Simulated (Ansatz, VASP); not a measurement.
This is a calculation of MoS2 for Ansatz 0.2.0.

The input input.yaml:

```yaml
crystal:
  lattice:
    - [1.600791858, 0.9242176101, 6.2309303335]
    - [-1.600791858, 0.9242176101, 6.2309303335]
    - [0.0, -1.8484352203, 6.2309303335]
  atoms:
    - { symbol: Mo, position: [0.0, 0.0, 0.0] }
    - { symbol: S, position: [0.417, 0.417, 0.417] }
    - { symbol: S, position: [0.25, 0.25, 0.25] }
kpoints:
  mp_grid: { grid: [10, 10, 10] }
scf:
  occupations: { method: fermi_dirac, width: 0.05 }
hamiltonian:
  xc: lda
  pseudopotentials: { kind: all_electron, lapw: { basis_error: 0.002 } }
output:
  forces: true
  stress: true
  eigenvalues: true
```

Potentials or basis: all-electron LAPW, scalar-relativistic.

Launch:

```sh
$ ansatz run input.yaml --threads 2 --pin off --max-ram 8192MiB --backend cpu --events-out ev --progress --plain --runs-dir out
```

Question: Translate it to VASP 6.6.1. Potentials there: VASP PAW LDA potentials, release 64 (Mo_sv, S).

Answer: As run (the cutoff follows the program's own potentials):

INCAR

```
SYSTEM = MoS2
ALGO     = Normal         ! electronic algorithm
EDIFF    = 1E-7           ! SCF threshold, eV
ENCUT    = 520            ! plane-wave cutoff, eV
ISIF     = 2              ! what is computed and relaxed
ISMEAR   = -1             ! smearing method
LASPH    = .TRUE.         ! aspherical terms in the spheres
LCHARG   = .TRUE.         ! write CHGCAR
LELF     = .TRUE.         ! ELF
LREAL    = .FALSE.        ! projectors in reciprocal space
LVHAR    = .TRUE.       
LWAVE    = .FALSE.        ! write WAVECAR
NBANDS   = 20             ! bands
NELM     = 100            ! most SCF steps
PREC     = Accurate       ! precision mode
SIGMA    = 0.05           ! smearing width, eV
```

File KPOINTS:

```
k-points
0
G
  10 10 10
  0 0 0
```

File POSCAR:

```
MoS2
1.0
    1.6007918580      0.9242176101      6.2309303335
   -1.6007918580      0.9242176101      6.2309303335
    0.0000000000     -1.8484352203      6.2309303335
Mo S
1 2
Direct
    0.0000000000      0.0000000000      0.0000000000
    0.4170000000      0.4170000000      0.4170000000
    0.2500000000      0.2500000000      0.2500000000
```

Potentials or basis: VASP PAW LDA potentials, release 64 (Mo_sv, S).

The run is started by

```bash
$ cat potpaw_LDA.64/Mo_sv/POTCAR potpaw_LDA.64/S/POTCAR > POTCAR
$ mpirun -np 1 vasp_std > vasp.out
```

Both were run:

|  | VASP | Ansatz | Ansatz less VASP |
| --- | --- | --- | --- |
| gap on the k mesh at the Fermi level (eV) | 0.92 | 0.91 | -0.007 |
| least direct gap on the mesh (eV) | 1.86 | 1.86 | -0.004 |
| pressure (GPa) | -7.8 | -7.8 | -0.07 |
| traceless stress, the component that is largest in VASP (GPa) | 1.19 | 1.21 | +0.021 |
| rms of the force components (eV/Å) | 0.269 | 0.275 | +0.0062 |

LDA's correlation is that of Perdew and Zunger in VASP and of Perdew and Wang (1992) in Ansatz. Atom by atom the forces differ by 0.006 eV/Å (rms over components). Ansatz ran all-electron here, and VASP with PAW potentials.
